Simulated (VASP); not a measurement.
# CdS (zincblende type) (F-43m) in VASP: further runs

CdS (zincblende type) is run at these levels: PBE; tasks: single point.

Program: VASP 6.6.1. These are calculated values, not measurements. Logs are shortened: lines on timing, memory, paths and dates and some standing lists are left out, and cuts for length are marked.

### 1 The cell of the first run

Symmetry: F-43m, No. 216, cubic system. Conventional cell: a = 4.856 Å, b = 4.856 Å, c = 4.856 Å, α = 90.00°, β = 90.00°, γ = 90.00°. Cd (site symmetry -43m) has 4 S at 2.10 Å within 2.8 Å. Within 2.8 Å of S (site symmetry -43m) lie 4 Cd at 2.10 Å.

### 2 Single point, PBE (14.31 Å³/atom)

INCAR reads:

```
PREC = Accurate
ENCUT = 520
EDIFF = 1E-6
ISMEAR = -1
SIGMA = 0.05
LREAL = F
LASPH = T
NELM = 100
ALGO = Normal
ISIF = 2
LWAVE = F
LCHARG = F
GGA = PE
NBANDS = 16
```

KPOINTS reads:

```
Automatic mesh
0
Gamma
  13 13 13
```

POSCAR reads:

```
CdS
1.0
    0.0000000000      2.4277942750      2.4277942750
    2.4277942750      0.0000000000      2.4277942750
    2.4277942750      2.4277942750      0.0000000000
Cd S
1 1
Direct
    0.0000000000      0.0000000000      0.0000000000
    0.2500000000      0.2500000000      0.2500000000
```

Potentials or basis: VASP PAW PBE potentials, release 64 (Cd, S).

Command:

```bash
cat potpaw_PBE.64/Cd/POTCAR potpaw_PBE.64/S/POTCAR > POTCAR
mpirun -np 1 vasp_std > vasp.out
```

OUTCAR:

```text
PREC = Accurate
   ENCUT = 520
   EDIFF = 1E-6
   ISMEAR = -1
   LREAL = F
   LASPH = T
   NELM = 100
   ISIF = 2
   GGA = PE

 ion  position               nearest neighbor table
   1  0.000  0.000  0.000-   2 2.10   2 2.10   2 2.10   2 2.10
   2  0.250  0.250  0.250-   1 2.10   1 2.10   1 2.10   1 2.10

  LATTYP: Found a face centered cubic cell.
 ALAT       =     4.8555885500

  Lattice vectors:

 A1 = (   0.0000000000,   2.4277942750,   2.4277942750)
 A2 = (   2.4277942750,   0.0000000000,   2.4277942750)
 A3 = (   2.4277942750,   2.4277942750,   0.0000000000)

Analysis of symmetry for initial positions (statically):
=====================================================================
 Subroutine PRICEL returns:
 Original cell was already a primitive cell.

 Routine SETGRP: Setting up the symmetry group for a
 face centered cubic supercell.

 Subroutine GETGRP returns: Found 24 space group operations
 (whereof 24 operations were pure point group operations)
 out of a pool of 48 trial point group operations.

The static configuration has the point symmetry T_d .

Analysis of symmetry for dynamics (positions and initial velocities):
=====================================================================
 Subroutine PRICEL returns:
 Original cell was already a primitive cell.

 Routine SETGRP: Setting up the symmetry group for a
 face centered cubic supercell.

 Subroutine GETGRP returns: Found 24 space group operations
 (whereof 24 operations were pure point group operations)
 out of a pool of 48 trial point group operations.

The dynamic configuration has the point symmetry T_d .

 Subroutine INISYM returns: Found 24 space group operations
 (whereof 24 operations are pure point group operations),
 and found     1 'primitive' translations

----------------------------------------------------------------------------------------

                                     Primitive cell

  volume of cell :      28.6197

  direct lattice vectors                    reciprocal lattice vectors
     0.000000000  2.427794275  2.427794275    -0.205948257  0.205948257  0.205948257
     2.427794275  0.000000000  2.427794275     0.205948257 -0.205948257  0.205948257
     2.427794275  2.427794275  0.000000000     0.205948257  0.205948257 -0.205948257

  length of vectors
     3.433419590  3.433419590  3.433419590     0.356712845  0.356712845  0.356712845

  position of ions in fractional coordinates (direct lattice)
     0.000000000  0.000000000  0.000000000
     0.250000000  0.250000000  0.250000000

  ion indices of the primitive-cell ions
   primitive index   ion index
                 1           1
                 2           2

----------------------------------------------------------------------------------------

 KPOINTS: Automatic mesh

Automatic generation of k-mesh.
 Grid dimensions read from file:
 generate k-points for:   13   13   13

 Generating k-lattice:

  Cartesian coordinates                     Fractional coordinates (reciprocal lattice)
    -0.015842174  0.015842174  0.015842174     0.076923077  0.000000000  0.000000000
     0.015842174 -0.015842174  0.015842174     0.000000000  0.076923077  0.000000000
     0.015842174  0.015842174 -0.015842174     0.000000000  0.000000000  0.076923077

  Length of vectors
     0.027439450  0.027439450  0.027439450

  Shift w.r.t. Gamma in fractional coordinates (k-lattice)
     0.000000000  0.000000000  0.000000000

 Subroutine IBZKPT returns following result:
 ===========================================

 Found     84 irreducible k-points:

 Following reciprocal coordinates:
            Coordinates               Weight
  0.000000  0.000000  0.000000      1.000000
  0.076923  0.000000  0.000000      8.000000
  0.153846  0.000000  0.000000      8.000000
  0.230769  0.000000  0.000000      8.000000
  0.307692  0.000000  0.000000      8.000000
  0.384615  0.000000  0.000000      8.000000
[... 16 lines left out ...]
  0.384615  0.153846  0.000000     24.000000
  0.461538  0.153846  0.000000     24.000000
 [... further k-points ...]
   k-points           NKPTS =     84   k-points in BZ     NKDIM =     84   number of bands    NBANDS=     16
   number of dos      NEDOS =    301   number of ions     NIONS =      2
   total plane-waves  NPLWV =  21952
   dimension x,y,z NGX =    28 NGY =   28 NGZ =   28
   dimension x,y,z NGXF=    56 NGYF=   56 NGZF=   56
   ions per type =               1   1
   NGX,Y,Z   is equivalent  to a cutoff of  13.56, 13.56, 13.56 a.u.
   NGXF,Y,Z  is equivalent  to a cutoff of  27.12, 27.12, 27.12 a.u.
 SYSTEM =  unknown system
   PREC   = accura    normal or accurate (medium, high low for compatibility)
   ISTART =      0    job   : 0-new  1-cont  2-samecut
   ICHARG =      2    charge: 1-file 2-atom 10-const
   ISPIN  =      1    spin polarized calculation?
   LNONCOLLINEAR =      F non collinear calculations
   LSORBIT =      F    spin-orbit coupling
   LASPH  =      T    aspherical Exc in radial PAW
   ENCUT  =  520.0 eV  38.22 Ry    6.18 a.u.   6.38  6.38  6.38*2*pi/ulx,y,z
   NELM   =    100;   NELMIN=  2; NELMDL= -5     # of ELM steps
   EDIFF  = 0.1E-05   stopping-criterion for ELM
   LREAL  =      F    real-space projection
   EDIFFG = 0.1E-04   stopping-criterion for IOM
   NSW    =      0    number of steps for IOM
   IBRION =     -1    ionic relax: 0-MD 1-quasi-New 2-CG
   NFREE  =      0    steps in history (QN), initial steepest desc. (CG)
   ISIF   =      2    stress and relaxation
   ISYM   =      2    0-nonsym 1-usesym 2-fastsym
   POTIM  = 0.5000    time-step for ionic-motion
   TEBEG  =    0.0;   TEEND  =   0.0 temperature during run
   PSTRESS=    0.0 pullay stress
   NELECT =      18.0000    total number of electrons
   NUPDOWN=      -1.0000    fix difference up-down
   EMIN   =  10.00;   EMAX   =-10.00  energy-range for DOS
   EFERMI =   0.00;   METHOD = LEGACY
   ISMEAR =    -1;   SIGMA  =   0.05  broadening in eV -4-tet -1-fermi 0-gaus
   EFERMI_NEDOS =   21; number of points for ismear=-14 and -15
   IALGO  =     38    algorithm
   IMIX   =      4    mixing-type and parameters
     AMIX     =   0.40;   BMIX     =  1.00
     AMIX_MAG =   1.60;   BMIX_MAG =  1.00
  volume/ion in A,a.u.               =      14.31        96.57
  Fermi-wavevector in a.u.,A,eV,Ry     =   1.402632  2.650590 26.767788  1.967377
  Thomas-Fermi vector in A             =   2.525374
   LORBIT       =      0    0 simple, 1 ext, 2 COOP (PROOUT), +10 PAW based schemes
   GGA     = PE    functional components
   LHFCALC =     F    Hartree Fock is set to
   AEXX    =    0.0000 exact exchange contribution
   IVDW    =     0    specifies the selected vdW correction
   LEPSILON=     F    determine dielectric tensor
   LRPA    =     F    only Hartree local field effects (RPA)
 non-spin polarized calculation
  energy-cutoff  :      520.00
  volume of cell :       28.62
 maximum number of plane-waves:       787
 NGX is ok and might be reduce to    28
   NGX = 13   NGY = 13   NGZ = 13

 number of electron      18.0000000 magnetization

 Free energy of the ion-electron system (eV)
  ---------------------------------------------------
  ext. energy  EPLUGINS =         0.00000000
  ---------------------------------------------------
  free energy    TOTEN  =        -0.71882563 eV

  energy without entropy =       -0.71882563  energy(sigma->0) =       -0.71882563

 E-fermi :   9.2095     XC(G=0): -12.0033

 val. band max:        8.2280182646   @ k =   0.0000   0.0000   0.0000
 cond. band min:      10.1565471275   @ k =   0.0000   0.0000   0.0000
 fundamental gap:      1.9285288629
 Fermi energy:         9.2094615858

 k-point     1 :       0.0000    0.0000    0.0000
  band No.  band energies     occupation
      1      -9.4520      2.00000
      2      -3.8101      2.00000
      3      -3.8101      2.00000
      4      -3.8101      2.00000
      5      -2.2119      2.00000
      6      -2.2119      2.00000
[... 8 lines left out ...]
     15      20.0969      0.00000
     16      21.7763      0.00000

 k-point     2 :       0.0769    0.0000    0.0000
  band No.  band energies     occupation
      1      -9.3868      2.00000
      2      -3.7970      2.00000
      3      -3.7823      2.00000
      4      -3.7823      2.00000
      5      -2.2165      2.00000
      6      -2.2165      2.00000
[... 8 lines left out ...]
     15      19.6147      0.00000
     16      21.5115      0.00000

 k-point     3 :       0.1538    0.0000    0.0000
  band No.  band energies     occupation
      1      -9.2045      2.00000
      2      -3.7361      2.00000
      3      -3.7084      2.00000
      4      -3.7084      2.00000
      5      -2.2229      2.00000
      6      -2.2229      2.00000
[... 8 lines left out ...]
     15      18.9755      0.00000
     16      21.0868      0.00000

 k-point     4 :       0.2308    0.0000    0.0000
  band No.  band energies     occupation
      1      -8.9459      2.00000
      2      -3.6142      2.00000
      3      -3.6142      2.00000
      4      -3.5680      2.00000
      5      -2.2123      2.00000
      6      -2.2123      2.00000
[... 8 lines left out ...]
     15      18.8235      0.00000
     16      20.7848      0.00000
[... 324 lines left out ...]
 k-point    22 :       0.3077    0.1538    0.0000
  band No.  band energies     occupation
      1      -8.6857      2.00000
      2      -3.6605      2.00000
      3      -3.4005      2.00000
      4      -3.3344      2.00000
      5      -2.3136      2.00000
      6      -2.0550      2.00000
[... 8 lines left out ...]
     15      20.0999      0.00000
     16      22.7049      0.00000

 k-point    23 :       0.3846    0.1538    0.0000
  band No.  band energies     occupation
      1      -8.4567      2.00000
      2      -3.5285      2.00000
      3      -3.3260      2.00000
      4      -3.0547      2.00000
      5      -2.1294      2.00000
      6      -2.0182      2.00000
[... 8 lines left out ...]
     15      20.7716      0.00000
     16      22.7528      0.00000

 k-point    24 :       0.4615    0.1538    0.0000
  band No.  band energies     occupation
      1      -8.2946      2.00000
      2      -3.4682      2.00000
      3      -3.2911      2.00000
      4      -2.6714      2.00000
      5      -2.0103      2.00000
      6      -1.6921      2.00000
[... 8 lines left out ...]
     15      21.4032      0.00000
     16      23.2102      0.00000

 [... further k-points ...]

------------------------ aborting loop because EDIFF is reached ----------------------------------------

  FORCE on cell =-STRESS in cart. coord.  units (eV):
  Direction    XX          YY          ZZ          XY          YZ          ZX
  --------------------------------------------------------------------------------------
  -------------------------------------------------------------------------------------
  Total       22.9175538     22.9175538     22.9175538      0.0000000      0.0000000     -0.0000000
  in kB     1282.9602414   1282.9602414   1282.9602414      0.0000000      0.0000000     -0.0000000
  external PRESSURE =    1282.9602414 kB  Pullay stress =       0.0000000 kB

 VOLUME and BASIS-vectors are now :
 -----------------------------------------------------------------------------
  energy-cutoff  :      520.00
  volume of cell :       28.62
      direct lattice vectors                 reciprocal lattice vectors
     0.000000000  2.427794275  2.427794275    -0.205948257  0.205948257  0.205948257
     2.427794275  0.000000000  2.427794275     0.205948257 -0.205948257  0.205948257
     2.427794275  2.427794275  0.000000000     0.205948257  0.205948257 -0.205948257

 POSITION                                       TOTAL-FORCE (eV/Angst)
 -----------------------------------------------------------------------------------
      0.00000      0.00000      0.00000        -0.000000     -0.000000     -0.000000
      1.21390      1.21390      1.21390         0.000000      0.000000      0.000000
 -----------------------------------------------------------------------------------
    total drift:                               -0.000000     -0.000000     -0.000000

  FREE ENERGIE OF THE ION-ELECTRON SYSTEM (eV)
  ---------------------------------------------------
  free  energy   TOTEN  =        -0.7188256328 eV

  energy  without entropy=       -0.7188256328  energy(sigma->0) =       -0.71882563
```

Run time: 40 s. Hardware: 1 thread of Intel Xeon 8259CL, shared host; peak memory 0.18 GiB.

What came out:

```yaml
Free_energy: -0.7188 eV
Pressure: 128.3 GPa
Band_gap_on_the_k_mesh: 1.93 eV
```

Caveat: the cell stands under pressure; an odd mesh through Γ misses points on the zone boundary, where band edges can lie.

### 3 Single point, PBE (14.31 Å³/atom)

INCAR reads:

```
SYSTEM = CdS
PREC     = Accurate       ! precision mode
ENCUT    = 520            ! plane-wave cutoff, eV
EDIFF    = 1E-7           ! SCF threshold, eV
ISMEAR   = -1             ! smearing method
SIGMA    = 0.05           ! smearing width, eV
LREAL    = .False.        ! projectors in reciprocal space
LASPH    = .True.         ! aspherical terms in the spheres
NELM     = 100            ! most SCF steps
ALGO     = Normal         ! electronic algorithm
ISIF     = 2              ! what is computed and relaxed
LWAVE    = .False.        ! write WAVECAR
LCHARG   = .False.        ! write CHGCAR
GGA      = PE             ! functional
NBANDS   = 16             ! bands
```

KPOINTS reads:

```
regular mesh
0
Gamma
  13 13 13
  0 0 0
```

POSCAR is that of step 2.

Potentials or basis: VASP PAW PBE potentials, release 64 (Cd, S).

Command:

```bash
cat potpaw_PBE.64/Cd/POTCAR potpaw_PBE.64/S/POTCAR > POTCAR
mpirun -np 1 vasp_std > vasp.out
```

OUTCAR:

```text
SYSTEM = CdS
   PREC = Accurate
   ENCUT = 520
   EDIFF = 1E-7
   ISMEAR = -1
   LREAL = .False.
   LASPH = .True.
   NELM = 100
   ISIF = 2
   GGA = PE

 ion  position               nearest neighbor table
   1  0.000  0.000  0.000-   2 2.10   2 2.10   2 2.10   2 2.10
   2  0.250  0.250  0.250-   1 2.10   1 2.10   1 2.10   1 2.10

  LATTYP: Found a face centered cubic cell.
 ALAT       =     4.8555885500

  Lattice vectors:

 A1 = (   0.0000000000,   2.4277942750,   2.4277942750)
 A2 = (   2.4277942750,   0.0000000000,   2.4277942750)
 A3 = (   2.4277942750,   2.4277942750,   0.0000000000)

Analysis of symmetry for initial positions (statically):
=====================================================================
 Subroutine PRICEL returns:
 Original cell was already a primitive cell.

 Routine SETGRP: Setting up the symmetry group for a
 face centered cubic supercell.

 Subroutine GETGRP returns: Found 24 space group operations
 (whereof 24 operations were pure point group operations)
 out of a pool of 48 trial point group operations.

The static configuration has the point symmetry T_d .
[... 158 lines left out ...]

  energy without entropy =       -0.71882564  energy(sigma->0) =       -0.71882564

 E-fermi :   9.2095     XC(G=0): -12.0033

 val. band max:        8.2280182646   @ k =   0.0000   0.0000   0.0000
 cond. band min:      10.1565471274   @ k =   0.0000   0.0000   0.0000
 fundamental gap:      1.9285288629
 Fermi energy:         9.2094615851

 k-point     1 :       0.0000    0.0000    0.0000
  band No.  band energies     occupation
      1      -9.4520      2.00000
      2      -3.8101      2.00000
      3      -3.8101      2.00000
      4      -3.8101      2.00000
      5      -2.2119      2.00000
      6      -2.2119      2.00000
[... 433 lines left out ...]
      3      -3.2911      2.00000
      4      -2.6714      2.00000
      5      -2.0103      2.00000
      6      -1.6921      2.00000
[... 8 lines left out ...]
     15      21.4032      0.00000
     16      23.2102      0.00000

 [... further k-points ...]

------------------------ aborting loop because EDIFF is reached ----------------------------------------

  FORCE on cell =-STRESS in cart. coord.  units (eV):
  Direction    XX          YY          ZZ          XY          YZ          ZX
  --------------------------------------------------------------------------------------
  -------------------------------------------------------------------------------------
  Total       22.9178163     22.9178163     22.9178163      0.0000000      0.0000000      0.0000000
  in kB     1282.9749372   1282.9749372   1282.9749372      0.0000000      0.0000000      0.0000000
  external PRESSURE =    1282.9749372 kB  Pullay stress =       0.0000000 kB

 VOLUME and BASIS-vectors are now :
 -----------------------------------------------------------------------------
  energy-cutoff  :      520.00
  volume of cell :       28.62
      direct lattice vectors                 reciprocal lattice vectors
     0.000000000  2.427794275  2.427794275    -0.205948257  0.205948257  0.205948257
     2.427794275  0.000000000  2.427794275     0.205948257 -0.205948257  0.205948257
     2.427794275  2.427794275  0.000000000     0.205948257  0.205948257 -0.205948257

 POSITION                                       TOTAL-FORCE (eV/Angst)
 -----------------------------------------------------------------------------------
      0.00000      0.00000      0.00000         0.000000     -0.000000      0.000000
      1.21390      1.21390      1.21390        -0.000000      0.000000     -0.000000
 -----------------------------------------------------------------------------------
    total drift:                               -0.000000     -0.000000     -0.000000

  FREE ENERGIE OF THE ION-ELECTRON SYSTEM (eV)
  ---------------------------------------------------
  free  energy   TOTEN  =        -0.7188256355 eV

  energy  without entropy=       -0.7188256355  energy(sigma->0) =       -0.71882564
```

Wall time 50 s (1 thread of Intel Xeon 8259CL, shared host); peak memory 0.18 GiB.

What came out:

| Property | Result |
| --- | --- |
| Free energy | -0.7188 eV |
| Pressure | 128.3 GPa |
| Band gap on the k mesh | 1.93 eV |

Caveat: the cell stands under pressure; an odd mesh through Γ misses points on the zone boundary, where band edges can lie.

(Continued in part 2 of 2.)
